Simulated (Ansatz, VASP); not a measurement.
## One calculation of TiO2, two programs

File INCAR:

```
SYSTEM = TiO2
  PREC = Accurate
  ENCUT = 520
  EDIFF = 1E-6
  ISMEAR = 0
  SIGMA = 0.05
  LREAL = .False.
  LASPH = .True.
  NELM = 150
  ALGO = Normal
  ISIF = 2
  LWAVE = .False.
  LCHARG = .False.
  LMAXMIX = 4
  LDAU = .True.
  LDAUTYPE = 2
  LDAUL = 2 -1
  LDAUU = 4 0
  LDAUJ = 0 0
  LDAUPRINT = 1
  GGA = PE
  IVDW = 12
  NBANDS = 19
```

Contents of KPOINTS:

```
regular mesh
0
Gamma
  9 9 9
  0 0 0
```

Contents of POSCAR:

```
TiO2
1.0
    1.3987500000      0.8075686890      5.9525666667
   -1.3987500000      0.8075686890      5.9525666667
    0.0000000000     -1.6151373781      5.9525666667
Ti O
1 2
Direct
    0.0000000000      0.0000000000      0.0000000000
    0.6017580785      0.6017580785      0.6017580785
    0.3982419215      0.3982419215      0.3982419215
```

Input for Ansatz:

```yaml
crystal:
  lattice:
    - [1.39875, 0.807568689, 5.9525666667]
    - [-1.39875, 0.807568689, 5.9525666667]
    - [0.0, -1.6151373781, 5.9525666667]
  atoms:
    - { symbol: Ti, position: [0.0, 0.0, 0.0] }
    - { symbol: O, position: [0.6017580785, 0.6017580785, 0.6017580785] }
    - { symbol: O, position: [0.3982419215, 0.3982419215, 0.3982419215] }
basis:
  ecutwfc: 520.0
kpoints:
  mp_grid: { grid: [9, 9, 9] }
hamiltonian:
  xc: pbe
  pseudopotentials: { kind: paw, azcp: { folder: soft_1 } }
  dispersion: d3bj
  hubbard: { sites: [{ species: Ti, l: d, u_eff: 4.0 }] }
scf:
  occupations: { method: gaussian, width: 0.05 }
output:
  forces: true
  stress: true
  eigenvalues: true
```

Alike in both runs: task single point; functional PBE; dispersion D3(BJ); k mesh 9 × 9 × 9; occupations gaussian, width 0.05 eV; no spin polarisation; Hubbard terms Ti d U = 4.0 eV.

|  | VASP | Ansatz |
| --- | --- | --- |
| version | VASP 6.6.1 | Ansatz 0.2.0 |
| potentials or method | VASP PAW PBE potentials, release 64 (Ti_sv, O), cutoff 520 eV | scalar-relativistic, plane waves, PAW |
| valence electrons in the cell | 24 | 24 |

Ansatz gave:

| Item | Value |
| --- | --- |
| gap on the k mesh at the Fermi level (eV) | 2.39 |
| least direct gap on the mesh (eV) | 3.18 |
| pressure (GPa) | 5.7 |
| traceless stress, the component that is largest in VASP (GPa) | -30.08 |
| rms of the force components (eV/Å) | 1.155 |

**Question.** What did VASP give for the same quantities?

**Answer.** gap on the k mesh at the Fermi level (eV): 2.46; least direct gap on the mesh (eV): 3.26; pressure (GPa): 9.6; traceless stress, the component that is largest in VASP (GPa): -29.93; rms of the force components (eV/Å): 0.942.

The programs project onto different local orbitals, so the same U acts differently, and such runs can settle in different states. Atom by atom the forces differ by 0.213 eV/Å (rms over components).
